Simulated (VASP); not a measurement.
# CaO (zincblende type) (F-43m) in VASP: further runs, part 2 of 2

VASP 6.6.1.

### 3 Single point, PBE (volume scaled by 1.06)

Input file INCAR:

```
SYSTEM = CaO
ALGO = Normal ; EDIFF = 1E-7
ENCUT = 520 ; GGA = PE
ISIF = 2 ; ISMEAR = -1
LASPH = .True. ; LCHARG = .True.
LELF = .True. ; LREAL = .False.
LVHAR = .True. ; LWAVE = .False.
NBANDS = 15 ; NELM = 80
PREC = Accurate ; SIGMA = 0.05
```

Input file KPOINTS:

```
k-points
0
Gamma
  11 11 11
  0 0 0
```

Input file POSCAR:

```
CaO
1.0
    0.0000000000      2.6732515112      2.6732515112
    2.6732515112      0.0000000000      2.6732515112
    2.6732515112      2.6732515112      0.0000000000
Ca O
1 1
Direct
    0.0000000000      0.0000000000      0.0000000000
    0.2500000000      0.2500000000      0.2500000000
```

Potentials or basis: VASP PAW PBE potentials, release 64 (Ca_sv, O).

The run is started by

```console
> cat potpaw_PBE.64/Ca_sv/POTCAR potpaw_PBE.64/O/POTCAR > POTCAR
> mpirun -np 1 vasp_std > vasp.out
```

Run time: 88 s. Hardware: 1 thread of AMD EPYC 7R13, shared host; peak memory 0.15 GiB.

It converged, with:

| Item | Value |
| --- | --- |
| Free energy | -12.4228 eV |
| Pressure | -3.6 GPa |
| Band gap on the k mesh | 3.08 eV, indirect (least direct gap 3.57 eV) |

Levels at points of the mesh, in eV from the valence-band top:
| k point | band 4 | band 5 | band 6 | band 7 | band 8 | band 9 | band 10 | band 11 | band 12 | band 13 |
| --- | --- | --- | --- | --- | --- | --- | --- | --- | --- | --- |
| (0.00, 0.00, 0.00) | -18.42 | -14.67 | -0.49 | -0.49 | -0.49 | 3.08 | 7.67 | 7.67 | 9.12 | 9.12 |

Caveat: the cell differs from its parent crystal (volume scaled by 1.06).

### 4 Single point, PBE

This run uses another cell than the first one, of 18.02 Å³/atom, 0.980 times its volume.

Input file INCAR:

```
SYSTEM = CaO
PREC     = Accurate       ! precision mode
ENCUT    = 520            ! plane-wave cutoff, eV
EDIFF    = 1E-6           ! SCF threshold, eV
ISMEAR   = -1             ! smearing method
SIGMA    = 0.05           ! smearing width, eV
LREAL    = .FALSE.        ! projectors in reciprocal space
LASPH    = .TRUE.         ! aspherical terms in the spheres
NELM     = 80             ! most SCF steps
ALGO     = Normal         ! electronic algorithm
ISIF     = 2              ! what is computed and relaxed
LWAVE    = .FALSE.        ! write WAVECAR
LCHARG   = .TRUE.         ! write CHGCAR
GGA      = PE             ! functional
LELF     = .TRUE.         ! ELF
LVHAR    = .TRUE.       
NBANDS   = 15             ! bands
```

Input file KPOINTS:

```
Automatic mesh
0
G
  11 11 11
  0 0 0
```

Input file POSCAR:

```
CaO
1.0
    0.0000000000      2.6218300242      2.6218300242
    2.6218300242      0.0000000000      2.6218300242
    2.6218300242      2.6218300242      0.0000000000
Ca O
1 1
Direct
    0.0000000000      0.0000000000      0.0000000000
    0.2500000000      0.2500000000      0.2500000000
```

The run is started by

```console
> cat potpaw_PBE.64/Ca_sv/POTCAR potpaw_PBE.64/O/POTCAR > POTCAR
> mpirun -np 1 vasp_std > vasp.out
```

Run time: 32 s. Hardware: 1 thread of AMD EPYC 7R43 (Zen 3), shared host; peak memory 0.13 GiB.

It converged, with:

```
Free energy            : -12.4436 eV
Pressure               : 0.5 GPa
Band gap on the k mesh : 3.28 eV, indirect (least direct gap 3.86 eV)
```

Levels at points of the mesh, in eV from the valence-band top:
```tsv
k point	band 6	band 7	band 8	band 9	band 10	band 11
(0.00, 0.00, 0.00)	-0.58	-0.58	-0.58	3.28	7.92	7.92
```

A k mesh can miss the band edges.

### 5 Single point, LDA

This run uses another cell than the first one, of 18.02 Å³/atom, 0.980 times its volume.

Input file INCAR:

```
SYSTEM = CaO
ALGO = Normal
EDIFF = 1E-7
ENCUT = 520
ISIF = 2
ISMEAR = -1
LASPH = .True.
LCHARG = .False.
LREAL = .False.
LWAVE = .False.
NBANDS = 15
NELM = 100
PREC = Accurate
SIGMA = 0.05
```

Input file KPOINTS:

```
k-points
0
Gamma
  11 11 11
  0 0 0
```

POSCAR is that of step 4.

Potentials or basis: VASP PAW LDA potentials, release 64 (Ca_sv, O).

The run is started by

```console
> cat potpaw_LDA.64/Ca_sv/POTCAR potpaw_LDA.64/O/POTCAR > POTCAR
> mpirun -np 1 vasp_std > vasp.out
```

Run time: 31 s. Hardware: 1 thread of AMD EPYC 7R43 (Zen 3), shared host; peak memory 0.12 GiB.

Results (log left out):

```yaml
Free_energy: -13.6537 eV
Pressure: -5.2 GPa
Band_gap_on_the_k_mesh: 3.10 eV, indirect (least direct gap 3.70 eV)
```

Levels at points of the mesh, in eV from the valence-band top:
| k point | band 4 | band 5 | band 6 | band 7 | band 8 | band 9 | band 10 | band 11 | band 12 | band 13 |
| --- | --- | --- | --- | --- | --- | --- | --- | --- | --- | --- |
| (0.00, 0.00, 0.00) | -17.87 | -14.41 | -0.60 | -0.60 | -0.60 | 3.10 | 7.85 | 7.85 | 9.46 | 9.46 |

A k mesh can miss the band edges. As with any semilocal functional, this LDA gap is likely too small.

### 6 Single point, PBE

This run uses another cell than the first one, of 18.02 Å³/atom, 0.980 times its volume.

Input file INCAR:

```
PREC = Accurate
ENCUT = 520
EDIFF = 1E-6
ISMEAR = -1
SIGMA = 0.05
LREAL = F
LASPH = T
NELM = 80
ALGO = Normal
ISIF = 2
LWAVE = F
LCHARG = T
GGA = PE
LELF = T
LVHAR = T
NBANDS = 15
```

Input file KPOINTS:

```
Automatic mesh
0
Gamma
  11 11 11
```

POSCAR is that of step 5.

Potentials or basis: VASP PAW PBE potentials, release 64 (Ca_sv, O).

The run is started by

```console
> cat potpaw_PBE.64/Ca_sv/POTCAR potpaw_PBE.64/O/POTCAR > POTCAR
> mpirun -np 1 vasp_std > vasp.out
```

OUTCAR:

```text
PREC = Accurate
   ENCUT = 520
   EDIFF = 1E-6
   ISMEAR = -1
   LREAL = F
   LASPH = T
   NELM = 80
   ISIF = 2
   GGA = PE

 ion  position               nearest neighbor table
   1  0.000  0.000  0.000-   2 2.27   2 2.27   2 2.27   2 2.27
   2  0.250  0.250  0.250-   1 2.27   1 2.27   1 2.27   1 2.27

  LATTYP: Found a face centered cubic cell.
 ALAT       =     5.2436600484

  Lattice vectors:

[... 605 lines left out ...]
      6      -0.5891      2.00000
      7      -0.0501      2.00000
      8      -0.0145      2.00000
      9       5.7318      0.00000
     10       7.5820      0.00000
     11       7.9861      0.00000
     12       9.2530      0.00000
     13      10.0722      0.00000
     14      10.2905      0.00000
     15      13.5447      0.00000

 [... further k-points ...]
[... 5 lines left out ...]
  --------------------------------------------------------------------------------------
  -------------------------------------------------------------------------------------
  Total        0.1029868      0.1029868      0.1029868      0.0000000     -0.0000000     -0.0000000
  in kB        4.5777135      4.5777135      4.5777135      0.0000000     -0.0000000     -0.0000000
  external PRESSURE =       4.5777135 kB  Pullay stress =       0.0000000 kB

 VOLUME and BASIS-vectors are now :
 -----------------------------------------------------------------------------
  energy-cutoff  :      520.00
  volume of cell :       36.04
      direct lattice vectors                 reciprocal lattice vectors
     0.000000000  2.621830024  2.621830024    -0.190706490  0.190706490  0.190706490
     2.621830024  0.000000000  2.621830024     0.190706490 -0.190706490  0.190706490
     2.621830024  2.621830024  0.000000000     0.190706490  0.190706490 -0.190706490

 POSITION                                       TOTAL-FORCE (eV/Angst)
 -----------------------------------------------------------------------------------
      0.00000      0.00000      0.00000        -0.000000     -0.000000     -0.000000
      1.31092      1.31092      1.31092         0.000000      0.000000      0.000000
 -----------------------------------------------------------------------------------
    total drift:                               -0.000000     -0.000000     -0.000000

  FREE ENERGIE OF THE ION-ELECTRON SYSTEM (eV)
  ---------------------------------------------------
  free  energy   TOTEN  =       -12.4435848654 eV

  energy  without entropy=      -12.4435848653  energy(sigma->0) =      -12.44358487
```

stdout:

```text
POSCAR found type information on POSCAR CaO
 POSCAR found :  2 types and       2 ions
 scaLAPACK will be used
 LDA part: xc-table for (Slater+PW92), standard interpolation
 POSCAR, INCAR and KPOINTS ok, starting setup
 FFT: planning ... GRIDC
 FFT: planning ... GRID_SOFT
 FFT: planning ... GRID
 WAVECAR not read
 entering main loop
```

Wall time 29 s (1 thread of AMD EPYC 7R43 (Zen 3), shared host); peak memory 0.14 GiB.

What came out:

| Item | Value |
| --- | --- |
| Free energy | -12.4436 eV |
| Pressure | 0.5 GPa |
| Band gap on the k mesh | 3.28 eV, indirect (least direct gap 3.86 eV) |

Levels at points of the mesh, in eV from the valence-band top:
```
           k point  band 4  band 5  band 6  band 7  band 8  band 9  band 10  band 11  band 12  band 13
(0.00, 0.00, 0.00)  -18.15  -14.75   -0.58   -0.58   -0.58    3.28     7.92     7.92     9.50     9.50
```

A k mesh can miss the band edges.

### 7 Overview

| level | potentials or basis | cell | gap on the mesh (eV) | pressure (GPa) |
| --- | --- | --- | --- | --- |
| PBE | VASP PAW PBE potentials, release 64 (Ca_sv, O) | a = 3.732 Å, angles 60.0°, 2 atoms | 3.21 | -1.0 |
| PBE | VASP PAW PBE potentials, release 64 (Ca_sv, O) | a = 3.781 Å, angles 60.0°, 2 atoms | 3.08 | -3.6 |
| PBE | VASP PAW PBE potentials, release 64 (Ca_sv, O) | a = 3.708 Å, angles 60.0°, 2 atoms | 3.28 | 0.5 |
| LDA | VASP PAW LDA potentials, release 64 (Ca_sv, O) | a = 3.708 Å, angles 60.0°, 2 atoms | 3.10 | -5.2 |

Alike in all rows: task single point; no spin polarisation; k mesh 11 × 11 × 11; cutoff (eV) 520; smearing fermi-dirac 0.05 eV.

Absolute energies hang on the potentials; compare differences alone.
